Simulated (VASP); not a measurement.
# Re (Fm-3m) in VASP: a series of runs, part 2 of 2

VASP 6.6.1. Earlier steps stand in the parts before.

## Step 4: Electric field gradients, LDA (volume scaled by 1.01)

The input, INCAR:

```
SYSTEM = Re
ALGO = Normal ; EDIFF = 1E-8
ENCUT = 520 ; GGA = CA
ISIF = 2 ; ISMEAR = -1
LASPH = .TRUE. ; LCHARG = .FALSE.
LEFG = .TRUE. ; LREAL = .FALSE.
LWAVE = .FALSE. ; NBANDS = 10
NELM = 80 ; PREC = Accurate
SIGMA = 0.03
```

The input, KPOINTS:

```
k-points
0
G
  14 14 14
  0 0 0
```

The input, POSCAR:

```
Re
1.0
    0.0000000000      1.9815615100      1.9815615100
    1.9815615100      0.0000000000      1.9815615100
    1.9815615100      1.9815615100      0.0000000000
Re
1
Direct
    0.0000000000      0.0000000000      0.0000000000
```

Potentials or basis: VASP PAW LDA potentials, release 64 (Re).

Launch:

```bash
> cat potpaw_LDA.64/Re/POTCAR > POTCAR
> mpirun -np 1 vasp_std > vasp.out
```

OUTCAR:

```text
SYSTEM = Re
   EDIFF = 1E-8
   ENCUT = 520
   GGA = CA
   ISIF = 2
   ISMEAR = -1
   LASPH = .TRUE.
   LREAL = .FALSE.
   NELM = 80
   PREC = Accurate

 ion  position               nearest neighbor table
   1  0.000  0.000  0.000-

  LATTYP: Found a face centered cubic cell.
 ALAT       =     3.9631230200

  Lattice vectors:

 A1 = (   0.0000000000,   1.9815615100,   1.9815615100)
 A2 = (   1.9815615100,   0.0000000000,   1.9815615100)
 A3 = (   1.9815615100,   1.9815615100,   0.0000000000)

Analysis of symmetry for initial positions (statically):
=====================================================================
 Subroutine PRICEL returns:
 Original cell was already a primitive cell.

 Routine SETGRP: Setting up the symmetry group for a
 face centered cubic supercell.

 Subroutine GETGRP returns: Found 48 space group operations
 (whereof 48 operations were pure point group operations)
 out of a pool of 48 trial point group operations.

The static configuration has the point symmetry O_h .

Analysis of symmetry for dynamics (positions and initial velocities):
=====================================================================
 Subroutine PRICEL returns:
 Original cell was already a primitive cell.

 Routine SETGRP: Setting up the symmetry group for a
 face centered cubic supercell.

 Subroutine GETGRP returns: Found 48 space group operations
 (whereof 48 operations were pure point group operations)
 out of a pool of 48 trial point group operations.

The dynamic configuration has the point symmetry O_h .

 Subroutine INISYM returns: Found 48 space group operations
 (whereof 48 operations are pure point group operations),
 and found     1 'primitive' translations

----------------------------------------------------------------------------------------

                                     Primitive cell

  volume of cell :      15.5615

  direct lattice vectors                    reciprocal lattice vectors
     0.000000000  1.981561510  1.981561510    -0.252326258  0.252326258  0.252326258
     1.981561510  0.000000000  1.981561510     0.252326258 -0.252326258  0.252326258
     1.981561510  1.981561510  0.000000000     0.252326258  0.252326258 -0.252326258

  length of vectors
     2.802351162  2.802351162  2.802351162     0.437041898  0.437041898  0.437041898

  position of ions in fractional coordinates (direct lattice)
     0.000000000  0.000000000  0.000000000

  ion indices of the primitive-cell ions
   primitive index   ion index
                 1           1

----------------------------------------------------------------------------------------

 KPOINTS: k-points

Automatic generation of k-mesh.
 Grid dimensions read from file:
 generate k-points for:   14   14   14

 Generating k-lattice:

[... 68 lines left out ...]
   ISYM   =      2    0-nonsym 1-usesym 2-fastsym
   POTIM  = 0.5000    time-step for ionic-motion
   TEBEG  =    0.0;   TEEND  =   0.0 temperature during run
   PSTRESS=    0.0 pullay stress
   NELECT =       7.0000    total number of electrons
   NUPDOWN=      -1.0000    fix difference up-down
   EMIN   =  10.00;   EMAX   =-10.00  energy-range for DOS
   EFERMI =   0.00;   METHOD = LEGACY
   ISMEAR =    -1;   SIGMA  =   0.03  broadening in eV -4-tet -1-fermi 0-gaus
   EFERMI_NEDOS =   21; number of points for ismear=-14 and -15
   IALGO  =     38    algorithm
   IMIX   =      4    mixing-type and parameters
     AMIX     =   0.40;   BMIX     =  1.00
     AMIX_MAG =   1.60;   BMIX_MAG =  1.00
  volume/ion in A,a.u.               =      15.56       105.01
  Fermi-wavevector in a.u.,A,eV,Ry     =   1.254363  2.370403 21.407773  1.573427
  Thomas-Fermi vector in A             =   2.388172
   LORBIT       =      0    0 simple, 1 ext, 2 COOP (PROOUT), +10 PAW based schemes
   GGA     = CA    functional components
   LHFCALC =     F    Hartree Fock is set to
   AEXX    =    0.0000 exact exchange contribution
   IVDW    =     0    specifies the selected vdW correction
   LEPSILON=     F    determine dielectric tensor
   LRPA    =     F    only Hartree local field effects (RPA)
 non-spin polarized calculation
  energy-cutoff  :      520.00
  volume of cell :       15.56
 maximum number of plane-waves:       444
 NGX is ok and might be reduce to    24
   NGX = 11   NGY = 11   NGZ = 11

 number of electron       7.0000000 magnetization

 Free energy of the ion-electron system (eV)
  ---------------------------------------------------
  ext. energy  EPLUGINS =         0.00000000
  ---------------------------------------------------
  free energy    TOTEN  =       -13.59205295 eV

  energy without entropy =      -13.58805530  energy(sigma->0) =      -13.59005412

 E-fermi :   7.3865     XC(G=0): -13.5416

 val. band max:        7.3519319368   @ k =  -0.2143   0.2857   0.0714
 cond. band min:       7.4051074439   @ k =  -0.1429   0.1429   0.0000
 fundamental gap:      0.0531755072
 Fermi energy:         7.3864798999

 k-point     1 :       0.0000    0.0000    0.0000
  band No.  band energies     occupation
      1      -2.2546      2.00000
      2       5.6283      2.00000
      3       5.6283      2.00000
      4       5.6283      2.00000
      5       8.5407      0.00000
      6       8.5407      0.00000
      7      21.3359      0.00000
      8      26.6289      0.00000
      9      26.6289      0.00000
     10      26.6289      0.00000
[... 287 lines left out ...]
 k-point    24 :       0.2857    0.1429    0.0000
  band No.  band energies     occupation
      1       0.4667      2.00000
      2       4.0783      2.00000
      3       5.8991      2.00000
      4       6.7811      2.00000
      5       8.1501      0.00000
      6       9.5755      0.00000
      7      22.4933      0.00000
      8      25.5123      0.00000
      9      27.5458      0.00000
     10      28.2216      0.00000

 [... further k-points ...]

------------------------ aborting loop because EDIFF is reached ----------------------------------------

  FORCE on cell =-STRESS in cart. coord.  units (eV):
  Direction    XX          YY          ZZ          XY          YZ          ZX
  --------------------------------------------------------------------------------------
  -------------------------------------------------------------------------------------
  Total       -2.5376325     -2.5376325     -2.5376325     -0.0000000     -0.0000000      0.0000000
  in kB     -261.2682558   -261.2682558   -261.2682558     -0.0000000     -0.0000000      0.0000000
  external PRESSURE =    -261.2682558 kB  Pullay stress =       0.0000000 kB

 VOLUME and BASIS-vectors are now :
 -----------------------------------------------------------------------------
  energy-cutoff  :      520.00
  volume of cell :       15.56
      direct lattice vectors                 reciprocal lattice vectors
     0.000000000  1.981561510  1.981561510    -0.252326258  0.252326258  0.252326258
     1.981561510  0.000000000  1.981561510     0.252326258 -0.252326258  0.252326258
     1.981561510  1.981561510  0.000000000     0.252326258  0.252326258 -0.252326258

 POSITION                                       TOTAL-FORCE (eV/Angst)
 -----------------------------------------------------------------------------------
      0.00000      0.00000      0.00000        -0.000000     -0.000000     -0.000000
 -----------------------------------------------------------------------------------
    total drift:                                0.000000      0.000000     -0.000000

  FREE ENERGIE OF THE ION-ELECTRON SYSTEM (eV)
  ---------------------------------------------------
  free  energy   TOTEN  =       -13.5920529468 eV

  energy  without entropy=      -13.5880552993  energy(sigma->0) =      -13.59005412

 Electric field gradients (V/A^2)
---------------------------------------------------------------------
 ion       V_xx      V_yy      V_zz      V_xy      V_xz      V_yz
---------------------------------------------------------------------
   1      -0.000    -0.000    -0.000     0.000     0.000     0.000
---------------------------------------------------------------------

 Electric field gradients after diagonalization (V/A^2)
 (convention: |V_zz| > |V_xx| > |V_yy|)
----------------------------------------------------------------------
 ion       V_xx      V_yy      V_zz     asymmetry (V_yy - V_xx)/ V_zz
----------------------------------------------------------------------
   1      -0.000    -0.000     0.000       0.000
----------------------------------------------------------------------

           NMR quadrupolar parameters

 Cq : quadrupolar parameter    Cq=e*Q*V_zz/h
 eta: asymmetry parameters     (V_yy - V_xx)/ V_zz
 Q  : nuclear electric quadrupole moment in mb (millibarn)
----------------------------------------------------------------------
 ion       Cq(MHz)       eta       Q (mb)
----------------------------------------------------------------------
   1       0.000       0.000       1.000
----------------------------------------------------------------------
```

stdout:

```text
POSCAR found type information on POSCAR Re
 POSCAR found :  1 types and       1 ions
 scaLAPACK will be used
 LDA part: xc-table for (Slater(with rela. corr.)+CA(PZ))
 , standard interpolation
 POSCAR, INCAR and KPOINTS ok, starting setup
 FFT: planning ... GRIDC
 FFT: planning ... GRID_SOFT
 FFT: planning ... GRID
 WAVECAR not read
 entering main loop
ion   1
```

It took 6.3 s on 1 thread of Intel Xeon 6975P-C (Granite Rapids), shared host; peak memory 0.14 GiB.

Results:

```
Free energy : -13.5921 eV
Pressure    : -26.1 GPa
```

Levels at points of the mesh, in eV from the Fermi level:
| k point | band 2 | band 3 | band 4 | band 5 | band 6 | band 7 |
| --- | --- | --- | --- | --- | --- | --- |
| (0.00, 0.00, 0.00) | -1.76 | -1.76 | -1.76 | 1.15 | 1.15 | 13.95 |
| (0.50, 0.00, 0.00) | -1.95 | -1.95 | 0.29 | 3.51 | 3.51 | 9.21 |
| (0.50, 0.50, 0.00) | -5.49 | 2.71 | 3.45 | 4.20 | 4.20 | 11.91 |

Caveat: without QUAD_EFG the Cq values of the log hold for a quadrupole moment of 1 mb, not for the nuclei; spin-orbit coupling is left out, which moves the levels of the heavy elements.

## Step 5: The runs side by side

```tsv
cell	gap on the mesh (eV)	pressure (GPa)
a = 2.793 Å, angles 60.0°, 1 atom	none	-23.2
a = 2.821 Å, angles 60.0°, 1 atom	none	-31.4
a = 2.802 Å, angles 60.0°, 1 atom	none	-26.1
```

Alike in all rows: task electric field gradients; level LDA; potentials or basis VASP PAW LDA potentials, release 64 (Re); no spin polarisation; k mesh 14 × 14 × 14; cutoff (eV) 520; smearing fermi-dirac 0.03 eV.

Caveats: spin-orbit coupling is left out, which moves the levels of the heavy elements.

Absolute energies hang on the potentials; compare differences alone.
